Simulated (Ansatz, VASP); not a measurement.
**One calculation of Gd, two programs**

File INCAR:

```
SYSTEM = Gd
PREC = Accurate ; ENCUT = 520
EDIFF = 1E-6 ; ISMEAR = -1
SIGMA = 0.3 ; LREAL = .False.
LASPH = .True. ; NELM = 150
ALGO = Normal ; ISIF = 2
LWAVE = .False. ; LCHARG = .False.
ISPIN = 2 ; MAGMOM = 7.214 7.214
LORBIT = 11 ; LMAXMIX = 6
GGA = CA ; NBANDS = 29
```

Contents of KPOINTS:

```
Automatic mesh
0
Gamma
  10 10 6
  0 0 0
```

File POSCAR:

```
Gd
1.0
    3.4841536640      0.0000000000      0.0000000000
   -1.7420768320      3.0173655837      0.0000000000
    0.0000000000      0.0000000000      5.5867162136
Gd
2
Direct
    0.3333333333      0.6666666667      0.2500000000
    0.6666666667      0.3333333333      0.7500000000
```

Input for Ansatz:

```yaml
crystal:
  lattice:
    - [3.484153664, 0.0, 0.0]
    - [-1.742076832, 3.0173655837, 0.0]
    - [0.0, 0.0, 5.5867162136]
  atoms:
    - { symbol: Gd, position: [0.3333333333, 0.6666666667, 0.25], spin: 7.214 }
    - { symbol: Gd, position: [0.6666666667, 0.3333333333, 0.75], spin: 7.214 }
hamiltonian:
  xc: lda
  pseudopotentials:
    kind: paw
    azcp:
      Gd: "pseudopotentials/Gd.paw.azcp"
basis:
  ecutwfc: 420
  fft_grid_basis: typed
kpoints:
  mp_grid: { grid: [10, 10, 6], shift: [0, 0, 0] }
magnetization:
  spin_polarized: true
scf:
  occupations: { method: fermi_dirac, width: 0.3 }
  lower_state_search: "off"
output:
  stress: true
```

Alike in both runs: task single point; functional LDA; k mesh 10 × 10 × 6; occupations fermi-dirac, width 0.3 eV; collinear spin.

|  | VASP | Ansatz |
| --- | --- | --- |
| version | VASP 6.6.1 | Ansatz 0.2.0 |
| potentials or method | VASP PAW PBE potentials, release 64 (Gd), cutoff 520 eV | plane waves (420 eV) with PAW, scalar-relativistic |
| valence electrons in the cell | 36 | 36 |

|  | VASP | Ansatz | Ansatz less VASP |
| --- | --- | --- | --- |
| pressure (GPa) | 1.9 | 1.8 | -0.15 |
| net moment per atom (μB) | 7.14 | 7.21 | +0.072 |
| size of the moment on the site where the two differ most (μB) | 6.74 | 7.03 | +0.290 |

VASP's potentials were made for PBE, not for LDA, and Ansatz warns of the same on its side. LDA's correlation is that of Perdew and Zunger in VASP and of Perdew and Wang (1992) in Ansatz. Site moments also hang on the region over which each program counts them.

Spin-orbit coupling is off throughout.
